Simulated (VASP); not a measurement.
# TaN (I4mm) in VASP: a series of runs

TaN is run at these levels: r2SCAN; tasks: single point.

Everything below comes from runs of VASP 6.6.1. Logs are shortened: lines on timing, memory, paths and dates and some standing lists are left out, and cuts for length are marked.

## (1) The cell of the first run

The structure is tetragonal, space group I4mm (No. 107). Conventional cell: a = 3.082 Å, b = 3.082 Å, c = 4.358 Å, α = 90.00°, β = 90.00°, γ = 90.00°. Ta (site symmetry 4mm) has 6 N at 2.15 to 2.20 Å within 2.9 Å. Within 2.9 Å of N (site symmetry 4mm) lie 6 Ta at 2.15 to 2.20 Å.

## (2) Single point, r2SCAN (all Ta atoms moved +0.025 Å, as atom 1 along Cartesian [0 0 1])

POSCAR reads:

```
TaN
1.0
    0.0000000000      2.1790000000      2.1790000000
    2.1790000000      0.0000000000      2.1790000000
    2.1790000000      2.1790000000      0.0000000000
Ta N
1 1
Direct
    0.5057365764      0.5057365764      0.4942634236
    0.0000000000      0.0000000000      0.0000000000
```

INCAR.step1 reads:

```
SYSTEM = TaN
  ALGO = Normal
  EDIFF = 1E-5
  ENCUT = 770
  GGA = PE
  GGA_COMPAT = .False.
  ISMEAR = 0
  LASPH = .True.
  LCHARG = .False.
  LREAL = .False.
  LWAVE = .True.
  NBANDS = 16
  NELM = 120
  PREC = Accurate
  SIGMA = 0.15
```

INCAR.step2 reads:

```
SYSTEM = TaN
  ALGO = Normal
  EDIFF = 1E-6
  ENCUT = 770
  GGA_COMPAT = .False.
  ISIF = 2
  ISMEAR = 0
  ISTART = 1
  LASPH = .True.
  LCHARG = .False.
  LMIXTAU = .True.
  LREAL = .False.
  LWAVE = .False.
  METAGGA = R2SCAN
  NBANDS = 16
  NELM = 120
  PREC = Accurate
  SIGMA = 0.15
```

KPOINTS reads:

```
k-points
0
Gamma
  18 18 18
  0 0 0
```

Potentials or basis: VASP PAW PBE potentials, release 64 (Ta_sv_GW, N).

Command:

```bash
> cat potpaw_PBE.64/Ta_sv_GW/POTCAR potpaw_PBE.64/N/POTCAR > POTCAR
> cp INCAR.step1 INCAR
> mpirun -np 1 vasp_std > vasp.out
> cp INCAR.step2 INCAR
> mpirun -np 1 vasp_std > vasp.out
```

OUTCAR:

```text
SYSTEM = TaN
   EDIFF = 1E-6
   ENCUT = 770
   ISIF = 2
   ISMEAR = 0
   ISTART = 1
   LASPH = .True.
   LREAL = .False.
   METAGGA = R2SCAN
   NELM = 120
   PREC = Accurate

 ion  position               nearest neighbor table
   1  0.506  0.506  0.494-   2 2.15   2 2.18   2 2.18   2 2.18   2 2.18   2 2.20
   2  0.000  0.000  0.000-   1 2.15   1 2.18   1 2.18   1 2.18   1 2.18   1 2.20

  LATTYP: Found a face centered cubic cell.
 ALAT       =     4.3580000000

  Lattice vectors:

 A1 = (   0.0000000000,   2.1790000000,   2.1790000000)
 A2 = (   2.1790000000,   0.0000000000,   2.1790000000)
 A3 = (   2.1790000000,   2.1790000000,   0.0000000000)

Analysis of symmetry for initial positions (statically):
=====================================================================
 Subroutine PRICEL returns:
 Original cell was already a primitive cell.

 Routine SETGRP: Setting up the symmetry group for a
 face centered cubic supercell.

 Subroutine GETGRP returns: Found  8 space group operations
 (whereof  8 operations were pure point group operations)
 out of a pool of 48 trial point group operations.

The static configuration has the point symmetry C_4v.

Analysis of symmetry for dynamics (positions and initial velocities):
=====================================================================
 Subroutine PRICEL returns:
 Original cell was already a primitive cell.

 Routine SETGRP: Setting up the symmetry group for a
 face centered cubic supercell.

 Subroutine GETGRP returns: Found  8 space group operations
 (whereof  8 operations were pure point group operations)
 out of a pool of 48 trial point group operations.

The dynamic configuration has the point symmetry C_4v.

 Subroutine INISYM returns: Found  8 space group operations
 (whereof  8 operations are pure point group operations),
 and found     1 'primitive' translations

----------------------------------------------------------------------------------------

                                     Primitive cell

  volume of cell :      20.6920

  direct lattice vectors                    reciprocal lattice vectors
     0.000000000  2.179000000  2.179000000    -0.229463056  0.229463056  0.229463056
     2.179000000  0.000000000  2.179000000     0.229463056 -0.229463056  0.229463056
     2.179000000  2.179000000  0.000000000     0.229463056  0.229463056 -0.229463056

  length of vectors
     3.081571352  3.081571352  3.081571352     0.397441672  0.397441672  0.397441672

  position of ions in fractional coordinates (direct lattice)
     0.505736576  0.505736576  0.494263424
     0.000000000  0.000000000  0.000000000

  ion indices of the primitive-cell ions
   primitive index   ion index
                 1           1
                 2           2

----------------------------------------------------------------------------------------

 KPOINTS: k-points

Automatic generation of k-mesh.
 Grid dimensions read from file:
 generate k-points for:   18   18   18

 Generating k-lattice:

  Cartesian coordinates                     Fractional coordinates (reciprocal lattice)
    -0.012747948  0.012747948  0.012747948     0.055555556  0.000000000  0.000000000
     0.012747948 -0.012747948  0.012747948     0.000000000  0.055555556  0.000000000
     0.012747948  0.012747948 -0.012747948     0.000000000  0.000000000  0.055555556

  Length of vectors
     0.022080093  0.022080093  0.022080093

  Shift w.r.t. Gamma in fractional coordinates (k-lattice)
     0.000000000  0.000000000  0.000000000

 Subroutine IBZKPT returns following result:
 ===========================================

 Found    480 irreducible k-points:

 Following reciprocal coordinates:
            Coordinates               Weight
  0.000000  0.000000  0.000000      1.000000
  0.055556  0.000000  0.000000      8.000000
  0.111111  0.000000  0.000000      8.000000
  0.166667  0.000000  0.000000      8.000000
  0.222222  0.000000  0.000000      8.000000
  0.277778  0.000000  0.000000      8.000000
[... 16 lines left out ...]
  0.388889  0.055556  0.000000      8.000000
  0.000000  0.388889  0.055556     16.000000
 [... further k-points ...]
   k-points           NKPTS =    480   k-points in BZ     NKDIM =    480   number of bands    NBANDS=     16
   number of dos      NEDOS =    301   number of ions     NIONS =      2
   total plane-waves  NPLWV =  21952
   dimension x,y,z NGX =    28 NGY =   28 NGZ =   28
   dimension x,y,z NGXF=    56 NGYF=   56 NGZF=   56
   ions per type =               1   1
   NGX,Y,Z   is equivalent  to a cutoff of  15.11, 15.11, 15.11 a.u.
   NGXF,Y,Z  is equivalent  to a cutoff of  30.21, 30.21, 30.21 a.u.
 SYSTEM =  TaN
   PREC   = accura    normal or accurate (medium, high low for compatibility)
   ISTART =      1    job   : 0-new  1-cont  2-samecut
   ICHARG =      0    charge: 1-file 2-atom 10-const
   ISPIN  =      1    spin polarized calculation?
   LNONCOLLINEAR =      F non collinear calculations
   LSORBIT =      F    spin-orbit coupling
   LASPH  =      T    aspherical Exc in radial PAW
   ENCUT  =  770.0 eV  56.59 Ry    7.52 a.u.   6.97  6.97  6.97*2*pi/ulx,y,z
   NELM   =    120;   NELMIN=  2; NELMDL=  0     # of ELM steps
   EDIFF  = 0.1E-05   stopping-criterion for ELM
   LREAL  =      F    real-space projection
   EDIFFG = 0.1E-04   stopping-criterion for IOM
   NSW    =      0    number of steps for IOM
   IBRION =     -1    ionic relax: 0-MD 1-quasi-New 2-CG
   NFREE  =      0    steps in history (QN), initial steepest desc. (CG)
   ISIF   =      2    stress and relaxation
   ISYM   =      2    0-nonsym 1-usesym 2-fastsym
   POTIM  = 0.5000    time-step for ionic-motion
   TEBEG  =    0.0;   TEEND  =   0.0 temperature during run
   PSTRESS=    0.0 pullay stress
   NELECT =      18.0000    total number of electrons
   NUPDOWN=      -1.0000    fix difference up-down
   EMIN   =  10.00;   EMAX   =-10.00  energy-range for DOS
   EFERMI =   0.00;   METHOD = LEGACY
   ISMEAR =     0;   SIGMA  =   0.15  broadening in eV -4-tet -1-fermi 0-gaus
   EFERMI_NEDOS =   21; number of points for ismear=-14 and -15
   IALGO  =     38    algorithm
   IMIX   =      4    mixing-type and parameters
     AMIX     =   0.40;   BMIX     =  1.00
     AMIX_MAG =   1.60;   BMIX_MAG =  1.00
  volume/ion in A,a.u.               =      10.35        69.82
  Fermi-wavevector in a.u.,A,eV,Ry     =   1.562782  2.953230 33.229345  2.442288
  Thomas-Fermi vector in A             =   2.665650
   LORBIT       =      0    0 simple, 1 ext, 2 COOP (PROOUT), +10 PAW based schemes
   METAGGA = R2SCAN    functional components
   LHFCALC =     F    Hartree Fock is set to
   AEXX    =    0.0000 exact exchange contribution
   IVDW    =     0    specifies the selected vdW correction
   LEPSILON=     F    determine dielectric tensor
   LRPA    =     F    only Hartree local field effects (RPA)
 non-spin polarized calculation
 Gauss-broadening in eV      SIGMA  =   0.15
  energy-cutoff  :      770.00
  volume of cell :       20.69
 maximum number of plane-waves:      1019
   NGX = 13   NGY = 13   NGZ = 13

 number of electron      18.0000000 magnetization

 Free energy of the ion-electron system (eV)
  ---------------------------------------------------
  ext. energy  EPLUGINS =         0.00000000
  ---------------------------------------------------
  free energy    TOTEN  =       -62.19044512 eV

  energy without entropy =      -62.18140801  energy(sigma->0) =      -62.18592656

 E-fermi :  14.3111     XC(G=0): -14.9426

 val. band max:       14.3075413756   @ k =   0.3889   0.0556   0.0000
 cond. band min:      14.3111530509   @ k =   0.1111  -0.2778   0.3333
 fundamental gap:      0.0036116753
 Fermi energy:        14.3111153326

 k-point     1 :       0.0000    0.0000    0.0000
  band No.  band energies     occupation
      1     -57.3151      2.00000
      2     -22.7851      2.00000
      3     -22.7844      2.00000
      4     -22.7844      2.00000
      5      -5.9279      2.00000
      6      10.0443      2.00000
[... 8 lines left out ...]
     15      23.9776      0.00000
     16      39.4607      0.00000

 k-point     2 :       0.0556    0.0000    0.0000
  band No.  band energies     occupation
      1     -57.3130      2.00000
      2     -22.8166      2.00000
      3     -22.7875      2.00000
      4     -22.7871      2.00000
      5      -5.8481      2.00000
      6       9.6069      2.00000
[... 8 lines left out ...]
     15      24.2214      0.00000
     16      38.2991      0.00000

 k-point     3 :       0.1111    0.0000    0.0000
  band No.  band energies     occupation
      1     -57.3072      2.00000
      2     -22.9076      2.00000
      3     -22.7954      2.00000
      4     -22.7949      2.00000
      5      -5.6160      2.00000
      6       8.7150      2.00000
[... 8 lines left out ...]
     15      24.9090      0.00000
     16      36.3247      0.00000

 k-point     4 :       0.1667    0.0000    0.0000
  band No.  band energies     occupation
      1     -57.2982      2.00000
      2     -23.0441      2.00000
      3     -22.8074      2.00000
      4     -22.8069      2.00000
      5      -5.2521      2.00000
      6       7.6629      2.00000
[... 8 lines left out ...]
     15      25.8983      0.00000
     16      34.4066      0.00000
[... 324 lines left out ...]
 k-point    22 :       0.0000    0.3333    0.0556
  band No.  band energies     occupation
      1     -57.2667      2.00000
      2     -23.4772      2.00000
      3     -22.8682      2.00000
      4     -22.8494      2.00000
      5      -3.9036      2.00000
      6       4.9340      2.00000
[... 8 lines left out ...]
     15      27.2261      0.00000
     16      30.2285      0.00000

 k-point    23 :       0.3889    0.0556    0.0000
  band No.  band energies     occupation
      1     -57.2570      2.00000
      2     -23.6087      2.00000
      3     -22.8775      2.00000
      4     -22.8666      2.00000
      5      -3.4183      2.00000
      6       4.1888      2.00000
[... 8 lines left out ...]
     15      26.9318      0.00000
     16      28.7759      0.00000

 k-point    24 :       0.0000    0.3889    0.0556
  band No.  band energies     occupation
      1     -57.2570      2.00000
      2     -23.6087      2.00000
      3     -22.8778      2.00000
      4     -22.8663      2.00000
      5      -3.4185      2.00000
      6       4.1888      2.00000
[... 8 lines left out ...]
     15      26.9290      0.00000
     16      28.7778      0.00000

 [... further k-points ...]
[... 5 lines left out ...]
  --------------------------------------------------------------------------------------
  -------------------------------------------------------------------------------------
  Total        1.2723024      1.2723024      1.3168848      0.0000000      0.0000000     -0.0000000
  in kB       98.5142931     98.5142931    101.9663038      0.0000000      0.0000000     -0.0000000
  external PRESSURE =      99.6649634 kB  Pullay stress =       0.0000000 kB

 VOLUME and BASIS-vectors are now :
 -----------------------------------------------------------------------------
  energy-cutoff  :      770.00
  volume of cell :       20.69
      direct lattice vectors                 reciprocal lattice vectors
     0.000000000  2.179000000  2.179000000    -0.229463056  0.229463056  0.229463056
     2.179000000  0.000000000  2.179000000     0.229463056 -0.229463056  0.229463056
     2.179000000  2.179000000  0.000000000     0.229463056  0.229463056 -0.229463056

 POSITION                                       TOTAL-FORCE (eV/Angst)
 -----------------------------------------------------------------------------------
      2.17900      2.17900      2.20400         0.000000      0.000000     -0.222300
      0.00000      0.00000      0.00000         0.000000      0.000000      0.222300
 -----------------------------------------------------------------------------------
    total drift:                               -0.000000     -0.000000      0.000759

  FREE ENERGIE OF THE ION-ELECTRON SYSTEM (eV)
  ---------------------------------------------------
  free  energy   TOTEN  =       -62.1904451175 eV

  energy  without entropy=      -62.1814080068  energy(sigma->0) =      -62.18592656
```

It took 11 min on 1 thread of AMD EPYC 9R45 (Zen 5), shared host; peak memory 0.4 GiB.

What came out:

| Item | Value |
| --- | --- |
| Free energy | -62.1904 eV |
| Pressure | 10.0 GPa |
| Largest force | 0.222 eV/Å |
| Band gap on the k mesh | zero (bands 9 and 10 overlap by 4.23 eV) |

Forces in eV/Å, atoms in the order of the input:
```
Ta   0.000  0.000 -0.222
N    0.000  0.000  0.222
```

Caveat: the cell differs from its parent crystal (all Ta atoms moved +0.025 Å, as atom 1 along Cartesian [0 0 1]); the cell stands under pressure; the PAW data sets were made with another functional, which shifts forces and pressure a little; spin-orbit coupling is left out, which moves the levels of the heavy elements.

[end of part 1 of 2]
